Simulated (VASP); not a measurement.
# WSe2 (P6_3/mmc) in VASP: notebook

The runs below take WSe2 through single point, with r2SCAN.

All numbers are computed with VASP 6.6.1; they aren't measurements. Logs are shortened: lines on timing, memory, paths and dates and some standing lists are left out, and cuts for length are marked.

## 1. The cell of the first run

The structure is hexagonal, space group P6_3/mmc (No. 194). Conventional cell: a = 3.168 Å, b = 3.168 Å, c = 13.412 Å, α = 90.00°, β = 90.00°, γ = 120.00°. Within 3.3 Å of W (site symmetry -6m2) lie 6 Se at 2.51 Å and 6 W at 3.17 Å. Se (site symmetry 3m) has 3 W at 2.51 Å and 7 Se at 3.17 to 3.43 Å within 3.5 Å.

## 2. Single point, r2SCAN (epitaxial xy strain -4.0%)

File POSCAR:

```
WSe2
1.0
    3.1676807483      0.0000000000      0.0000000000
   -1.5838403742      2.7432919991      0.0000000000
    0.0000000000      0.0000000000     13.4116749259
W Se
2 4
Direct
    0.3333333333      0.6666666667      0.2500000000
    0.6666666667      0.3333333333      0.7500000000
    0.6666666667      0.3333333333      0.3779052147
    0.6666666667      0.3333333333      0.1220947853
    0.3333333333      0.6666666667      0.8779052147
    0.3333333333      0.6666666667      0.6220947853
```

File INCAR.step1:

```
ALGO = Normal
EDIFF = 1E-4
ENCUT = 520
GGA = PE
ISMEAR = 0
LASPH = T
LCHARG = F
LREAL = F
LWAVE = T
NBANDS = 35
NELM = 100
PREC = Accurate
SIGMA = 0.01
```

File INCAR.step2:

```
ALGO = Normal
EDIFF = 1E-6
ENCUT = 520
ISIF = 2
ISMEAR = 0
ISTART = 1
LASPH = T
LCHARG = T
LELF = T
LMIXTAU = T
LREAL = F
LVHAR = T
LWAVE = F
METAGGA = R2SCAN
NBANDS = 35
NELM = 100
PREC = Accurate
SIGMA = 0.01
```

File KPOINTS:

```
k-points
0
Gamma
  12 12 2
```

Potentials or basis: VASP PAW PBE potentials, release 64 (W_sv, Se).

Command:

```
$ cat potpaw_PBE.64/W_sv/POTCAR potpaw_PBE.64/Se/POTCAR > POTCAR
$ cp INCAR.step1 INCAR
$ mpirun -np 1 vasp_std > vasp.out
$ cp INCAR.step2 INCAR
$ mpirun -np 1 vasp_std > vasp.out
```

OUTCAR:

```text
EDIFF = 1E-6
   ENCUT = 520
   ISIF = 2
   ISMEAR = 0
   ISTART = 1
   LASPH = T
   LREAL = F
   METAGGA = R2SCAN
   NELM = 100
   PREC = Accurate

 ion  position               nearest neighbor table
   1  0.333  0.667  0.250-   3 2.51   4 2.51   3 2.51   4 2.51   3 2.51   4 2.51
   2  0.667  0.333  0.750-   5 2.51   6 2.51   5 2.51   6 2.51   5 2.51   6 2.51
   3  0.667  0.333  0.378-   1 2.51   1 2.51   1 2.51
   4  0.667  0.333  0.122-   1 2.51   1 2.51   1 2.51
   5  0.333  0.667  0.878-   2 2.51   2 2.51   2 2.51
   6  0.333  0.667  0.622-   2 2.51   2 2.51   2 2.51

  LATTYP: Found a hexagonal cell.
 ALAT       =     3.1676807483
 C/A-ratio  =     4.2339099144

  Lattice vectors:

 A1 = (   3.1676807483,   0.0000000000,   0.0000000000)
 A2 = (  -1.5838403742,   2.7432919991,   0.0000000000)
 A3 = (   0.0000000000,   0.0000000000,  13.4116749259)

Analysis of symmetry for initial positions (statically):
=====================================================================
 Subroutine PRICEL returns:
 Original cell was already a primitive cell.

 Routine SETGRP: Setting up the symmetry group for a
 hexagonal supercell.

 Subroutine GETGRP returns: Found 24 space group operations
 (whereof 12 operations were pure point group operations)
 out of a pool of 24 trial point group operations.

The static configuration has the point symmetry D_3d.
 The point group associated with its full space group is D_6h.

Analysis of symmetry for dynamics (positions and initial velocities):
=====================================================================
 Subroutine PRICEL returns:
 Original cell was already a primitive cell.

 Routine SETGRP: Setting up the symmetry group for a
 hexagonal supercell.

 Subroutine GETGRP returns: Found 24 space group operations
 (whereof 12 operations were pure point group operations)
 out of a pool of 24 trial point group operations.

The dynamic configuration has the point symmetry D_3d.
 The point group associated with its full space group is D_6h.

 Subroutine INISYM returns: Found 24 space group operations
 (whereof 12 operations are pure point group operations),
 and found     1 'primitive' translations

----------------------------------------------------------------------------------------

                                     Primitive cell

  volume of cell :     116.5458

  direct lattice vectors                    reciprocal lattice vectors
[... 98 lines left out ...]
   NSW    =      0    number of steps for IOM
   IBRION =     -1    ionic relax: 0-MD 1-quasi-New 2-CG
   NFREE  =      0    steps in history (QN), initial steepest desc. (CG)
   ISIF   =      2    stress and relaxation
   ISYM   =      2    0-nonsym 1-usesym 2-fastsym
   POTIM  = 0.5000    time-step for ionic-motion
   TEBEG  =    0.0;   TEEND  =   0.0 temperature during run
   PSTRESS=    0.0 pullay stress
   NELECT =      52.0000    total number of electrons
   NUPDOWN=      -1.0000    fix difference up-down
   EMIN   =  10.00;   EMAX   =-10.00  energy-range for DOS
   EFERMI =   0.00;   METHOD = LEGACY
   ISMEAR =     0;   SIGMA  =   0.01  broadening in eV -4-tet -1-fermi 0-gaus
   EFERMI_NEDOS =   21; number of points for ismear=-14 and -15
   IALGO  =     38    algorithm
   IMIX   =      4    mixing-type and parameters
     AMIX     =   0.40;   BMIX     =  1.00
     AMIX_MAG =   1.60;   BMIX_MAG =  1.00
  volume/ion in A,a.u.               =      19.42       131.08
  Fermi-wavevector in a.u.,A,eV,Ry     =   1.250961  2.363974 21.291806  1.564904
  Thomas-Fermi vector in A             =   2.384931
   LORBIT       =      0    0 simple, 1 ext, 2 COOP (PROOUT), +10 PAW based schemes
   METAGGA = R2SCAN    functional components
   LHFCALC =     F    Hartree Fock is set to
   AEXX    =    0.0000 exact exchange contribution
   IVDW    =     0    specifies the selected vdW correction
   LEPSILON=     F    determine dielectric tensor
   LRPA    =     F    only Hartree local field effects (RPA)
 non-spin polarized calculation
 Gauss-broadening in eV      SIGMA  =   0.01
  energy-cutoff  :      520.00
  volume of cell :      116.55
 maximum number of plane-waves:      3160
 NGX is ok and might be reduce to    24
   NGX = 11   NGY = 11   NGZ = 49

 number of electron      51.9999997 magnetization

 Free energy of the ion-electron system (eV)
  ---------------------------------------------------
  ext. energy  EPLUGINS =         0.00000000
  ---------------------------------------------------
  free energy    TOTEN  =      -163.15531469 eV

  energy without entropy =     -163.15531469  energy(sigma->0) =     -163.15531469

 E-fermi :   6.4065     XC(G=0): -11.6121

 val. band max:        6.3118816742   @ k =   0.3333   0.3333   0.0000
 cond. band min:       7.4650734817   @ k =   0.1667   0.1667   0.0000
 fundamental gap:      1.1531918075
 Fermi energy:         6.4064566487

 k-point     1 :       0.0000    0.0000    0.0000
  band No.  band energies     occupation
      1     -69.5979      2.00000
      2     -69.5979      2.00000
      3     -33.2918      2.00000
      4     -33.2918      2.00000
      5     -33.0193      2.00000
      6     -33.0193      2.00000
[... 901 lines left out ...]
     34      10.9279      0.00000
     35      12.8349      0.00000

 [... further k-points ...]

------------------------ aborting loop because EDIFF is reached ----------------------------------------

  FORCE on cell =-STRESS in cart. coord.  units (eV):
  Direction    XX          YY          ZZ          XY          YZ          ZX
  --------------------------------------------------------------------------------------
  -------------------------------------------------------------------------------------
  Total        9.4883639      9.4883639      1.2651025     -0.0000000     -0.0000000     -0.0000000
  in kB      130.4383969    130.4383969     17.3916121     -0.0000000     -0.0000000     -0.0000000
  external PRESSURE =      92.7561353 kB  Pullay stress =       0.0000000 kB

 VOLUME and BASIS-vectors are now :
 -----------------------------------------------------------------------------
  energy-cutoff  :      520.00
  volume of cell :      116.55
      direct lattice vectors                 reciprocal lattice vectors
     3.167680748  0.000000000  0.000000000     0.315688379  0.182262770  0.000000000
    -1.583840374  2.743291999  0.000000000     0.000000000  0.364525541  0.000000000
     0.000000000  0.000000000 13.411674926     0.000000000  0.000000000  0.074561903

 POSITION                                       TOTAL-FORCE (eV/Angst)
 -----------------------------------------------------------------------------------
     -0.00000      1.82886      3.35292         0.000000     -0.000000      0.000000
      1.58384      0.91443     10.05876        -0.000000      0.000000      0.000000
      1.58384      0.91443      5.06834         0.000000      0.000000      0.015253
      1.58384      0.91443      1.63750        -0.000000      0.000000     -0.015253
     -0.00000      1.82886     11.77418         0.000000     -0.000000      0.015253
     -0.00000      1.82886      8.34333        -0.000000     -0.000000     -0.015253
 -----------------------------------------------------------------------------------
    total drift:                               -0.000000      0.000000     -0.000000

  FREE ENERGIE OF THE ION-ELECTRON SYSTEM (eV)
  ---------------------------------------------------
  free  energy   TOTEN  =      -163.1553146892 eV

  energy  without entropy=     -163.1553146892  energy(sigma->0) =     -163.15531469
```

It took 11 min on 1 thread of Intel Xeon 8259CL, shared host; peak memory 0.32 GiB.

What came out:

- Free energy: -163.1553 eV
- Pressure: 9.3 GPa
- Largest force: 0.015 eV/Å
- Band gap on the k mesh: 1.15 eV (least direct gap 1.97 eV)

Forces in eV/Å, atoms in the order of the input:
```
W    0.000  0.000  0.000
W    0.000  0.000  0.000
Se   0.000  0.000  0.015
Se   0.000  0.000 -0.015
Se   0.000  0.000  0.015
Se   0.000  0.000 -0.015
```

Caveat: the cell differs from its parent crystal (epitaxial xy strain -4.0%); the cell stands under pressure; the PAW data sets were made with another functional, which shifts forces and pressure a little; spin-orbit coupling is left out, which moves the levels of the heavy elements.

## 3. Single point, r2SCAN (epitaxial xy strain -3.0%)

File POSCAR:

```
WSe2
1.0
    3.2006774228      0.0000000000      0.0000000000
   -1.6003387114      2.7718679575      0.0000000000
    0.0000000000      0.0000000000     13.3459314214
W Se
2 4
Direct
    0.3333333333      0.6666666667      0.2500000000
    0.6666666667      0.3333333333      0.7500000000
    0.6666666667      0.3333333333      0.3775573916
    0.6666666667      0.3333333333      0.1224426084
    0.3333333333      0.6666666667      0.8775573916
    0.3333333333      0.6666666667      0.6224426084
```

File INCAR.step1:

```
SYSTEM = WSe2
  ALGO = Normal
  EDIFF = 1E-4
  ENCUT = 520
  GGA = PE
  ISMEAR = 0
  LASPH = .True.
  LCHARG = .False.
  LREAL = .False.
  LWAVE = .True.
  NBANDS = 35
  NELM = 80
  PREC = Accurate
  SIGMA = 0.01
```

File INCAR.step2:

```
SYSTEM = WSe2
  ALGO = Normal
  EDIFF = 1E-6
  ENCUT = 520
  ISIF = 2
  ISMEAR = 0
  ISTART = 1
  LASPH = .True.
  LCHARG = .False.
  LMIXTAU = .True.
  LREAL = .False.
  LWAVE = .False.
  METAGGA = R2SCAN
  NBANDS = 35
  NELM = 80
  PREC = Accurate
  SIGMA = 0.01
```

File KPOINTS:

```
k-points
0
Gamma
  12 12 2
  0 0 0
```

Potentials or basis: VASP PAW PBE potentials, release 64 (W_sv, Se).

Command:

```
$ cat potpaw_PBE.64/W_sv/POTCAR potpaw_PBE.64/Se/POTCAR > POTCAR
$ cp INCAR.step1 INCAR
$ mpirun -np 1 vasp_std > vasp.out
$ cp INCAR.step2 INCAR
$ mpirun -np 1 vasp_std > vasp.out
```

Wall time 12 min (1 thread of Intel Xeon 8259CL, shared host); peak memory 0.32 GiB.

Results (log left out):

```yaml
Free_energy: -163.3231 eV
Pressure: 7.2 GPa
Largest_force: 0.017 eV/Å
Band_gap_on_the_k_mesh: 1.21 eV (least direct gap 2.05 eV)
```

Forces in eV/Å, atoms in the order of the input:
```
W    0.000  0.000  0.000
W    0.000  0.000  0.000
Se   0.000  0.000  0.017
Se   0.000  0.000 -0.017
Se   0.000  0.000  0.017
Se   0.000  0.000 -0.017
```

Stress tensor (GPa, compression positive):
```
9.89 0.00 0.00
0.00 9.89 0.00
0.00 0.00 1.72
```

Levels at points of the mesh, in eV from the valence-band top:
| k point | band 22 | band 23 | band 24 | band 25 | band 26 | band 27 | band 28 | band 29 | band 30 | band 31 |
| --- | --- | --- | --- | --- | --- | --- | --- | --- | --- | --- |
| (0.00, 0.00, 0.00) | -1.16 | -1.16 | -1.12 | -1.12 | -0.08 | 3.29 | 3.29 | 3.33 | 3.33 | 3.33 |
| (0.50, 0.00, 0.00) | -2.62 | -1.33 | -1.25 | -0.97 | -0.77 | 2.79 | 2.88 | 2.91 | 3.24 | 3.58 |
| (0.00, 0.00, 0.50) | -1.14 | -1.14 | -1.14 | -0.38 | -0.38 | 3.29 | 3.29 | 3.29 | 3.29 | 3.42 |
| (0.50, 0.00, 0.50) | -2.71 | -1.28 | -1.28 | -0.87 | -0.87 | 2.89 | 2.89 | 3.03 | 3.03 | 3.98 |

Caveat: the cell differs from its parent crystal (epitaxial xy strain -3.0%); the cell stands under pressure; the PAW data sets were made with another functional, which shifts forces and pressure a little; spin-orbit coupling is left out, which moves the levels of the heavy elements.
